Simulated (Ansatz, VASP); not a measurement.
**Two plane-wave programs on PtSe2**

```
Pt Se
1.0
     3.75154    0.00000    0.00000
    -1.87577    3.24893    0.00000
     0.00000    0.00000    6.52234
Pt Se
1 2
Direct
  0.00000 0.00000 0.00000
  0.33333 0.66667 0.20034
  0.66667 0.33333 0.79966
```

Alike in both runs: functional PBE; k mesh 14 × 14 × 10; occupations gaussian, width 0.02 eV; no spin polarisation.

Ansatz relaxed the structure, and its values are those at the end. VASP's run is a single point on that final structure, the one shown.

|  | VASP | Ansatz |
| --- | --- | --- |
| version | VASP 6.6.1 | Ansatz 0.2.0 |
| potentials or method | VASP PAW PBE potentials, release 64 (Pt, Se) | scalar-relativistic, plane waves, PAW |
| plane-wave cutoff (eV) | 520 | 420 |
| valence electrons in the cell | 22 | 50 |

Ansatz gave:

| Quantity | Value |
| --- | --- |
| gap on the k mesh at the Fermi level (eV) | 0.93 |
| least direct gap on the mesh (eV) | 1.07 |
| pressure (GPa) | 0.0 |

Question: Estimate VASP's values.

Answer: gap on the k mesh at the Fermi level (eV): 0.92; least direct gap on the mesh (eV): 1.06; pressure (GPa): 0.0.

With one functional, cell and mesh, what is left measures potentials, basis and numerics. VASP's potentials hold 22 valence electrons a cell and Ansatz's 50, so a difference there can come from the potentials and not from the codes.

Spin-orbit coupling is off throughout.
